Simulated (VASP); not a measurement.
Set up this calculation in VASP 6.6.1, as the native input.

| Property | Result |
| --- | --- |
| Task | relaxation of cell and atoms |
| Functional | PBE |
| Potentials or basis | VASP PAW PBE potentials, release 64 (Hf_pv, F) |
| Cutoff | 600 eV |
| k mesh | 6 × 6 × 4 |
| Occupations | gaussian, width 0.1 eV |
| Spin | no spin polarisation |
| Dipole correction | no |
| Further INCAR settings | ALGO = Normal; EDIFF = 1e-07; IBRION = 2; EDIFFG = -0.04; NSW = 90; ISIF = 3 |

The structure of HfF5 lies in POSCAR:

```
HfF5
1.0
    4.2879660300      0.0000000000      0.0000000000
   -2.1439830200      3.7134875100      0.0000000000
    0.0000000000      0.0000000000      4.6030939000
Hf F
1 5
Direct
    0.0000000000      0.0000000000      0.5000000000
    0.0000000000      0.3317663100      0.0000000000
    0.6682336900      0.6682336900      0.0000000000
    0.3317663100      0.0000000000      0.0000000000
    0.6666666700      0.3333333300      0.5000000000
    0.3333333300      0.6666666700      0.5000000000
```

The input as run:

INCAR

```
SYSTEM = HfF5
  ALGO = Normal
  EDIFF = 1E-7
  EDIFFG = -0.04
  ENCUT = 600
  GGA = PE
  IBRION = 2
  ISIF = 3
  ISMEAR = 0
  LASPH = .True.
  LCHARG = .False.
  LREAL = .False.
  LWAVE = .False.
  NELM = 80
  NSW = 90
  PREC = Accurate
  SIGMA = 0.1
```

KPOINTS

```
k-points
0
Gamma
  6 6 4
  0 0 0
```

Potentials or basis: VASP PAW PBE potentials, release 64 (Hf_pv, F).

Launch:

```bash
$ cat potpaw_PBE.64/Hf_pv/POTCAR potpaw_PBE.64/F/POTCAR > POTCAR
$ mpirun -np 1 vasp_std > vasp.out
```

Results of the run:

The relaxed volume is 9.91 Å³/atom, the relaxed cell is a = 4.418 Å, b = 4.418 Å, c = 3.515 Å, α = 90.00°, β = 90.00°, γ = 120.00° and the space group after relaxing (to 0.05 Å) is P-62m (No. 189). The energy gained by relaxing is 427.2 meV/atom, the ionic steps are 30 and the pressure after relaxing is 0.2 GPa. The largest force after relaxing is 0.020 eV/Å.

Caveat: the volume moved by over 15 % at a fixed basis, so the end points are rough; an odd number of electrons without spin polarisation forces a metal; a magnetic or distorted state may lie lower.

Run time: 13 min on 1 thread of Intel(R) Xeon(R) Platinum 8375C CPU @ 2.90GHz (Ice Lake), on a shared host, peak memory 0.25 GiB.
